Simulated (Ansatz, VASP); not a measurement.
# Na: VASP beside Ansatz

```
Na
1.0
     2.61388    0.00000    0.00000
     0.00000    2.61388    0.00000
     0.00000    0.00000    2.61388
Na
1
Direct
  0.00000 0.00000 0.00000
```

Change from the starting cell: volume scaled by 0.5, LAPW.

Alike in both runs: task single point; functional LDA; k mesh 12 × 12 × 12; occupations fermi-dirac, width 0.05 eV; no spin polarisation.

```csv
,VASP,Ansatz
version,VASP 6.6.1,Ansatz 0.2.0
potentials or method,"VASP PAW LDA potentials, release 64 (Na_pv), cutoff 520 eV","all-electron LAPW, scalar-relativistic"
```

|  | VASP | Ansatz | Ansatz less VASP |
| --- | --- | --- | --- |
| pressure (GPa) | 18.5 | 18.7 | +0.16 |

LDA's correlation is that of Perdew and Zunger in VASP and of Perdew and Wang (1992) in Ansatz. Ansatz ran all-electron here, and VASP with PAW potentials.
